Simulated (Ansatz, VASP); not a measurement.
C: VASP beside Ansatz

```xyz
4
Lattice="0.0000 -1.7801 -1.7801 -1.7801 0.0000 -1.7801 1.7801 1.7801 -3.5602" Properties=species:S:1:pos:R:3 pbc="T T T"
C    -0.0576    0.0447   -5.3533
C     0.0576   -0.0447   -1.7672
C     0.8325    0.9347   -4.4632
C    -0.8325   -0.9347   -4.4374
```

Change from the starting cell: mode 4 frozen in at -0.074 Å and mode 9 at +0.000 Å (largest displacements).

Alike in both runs: task single point; functional r2SCAN; k mesh 12 × 12 × 10; occupations gaussian, width 0.05 eV; no spin polarisation.

```csv
,VASP,Ansatz
version,VASP 6.6.1,Ansatz 0.2.0
potentials or method,"VASP PAW PBE potentials, release 64 (C_h), cutoff 910 eV","scalar-relativistic, plane waves, PAW"
valence electrons in the cell,16,16
```

```tsv
	VASP	Ansatz	Ansatz less VASP
gap on the k mesh at the Fermi level (eV)	4.26	4.26	-0.002
least direct gap on the mesh (eV)	5.78	5.78	+0.001
rms of the force components (eV/Å)	0.597	0.596	-0.0011
```

VASP's potentials were made for PBE, not for r2SCAN. Atom by atom the forces differ by 0.001 eV/Å (rms over components).

Noted on VASP's run: the cutoff is under 1.25 times that of the potentials, so the pressure is a little rough.
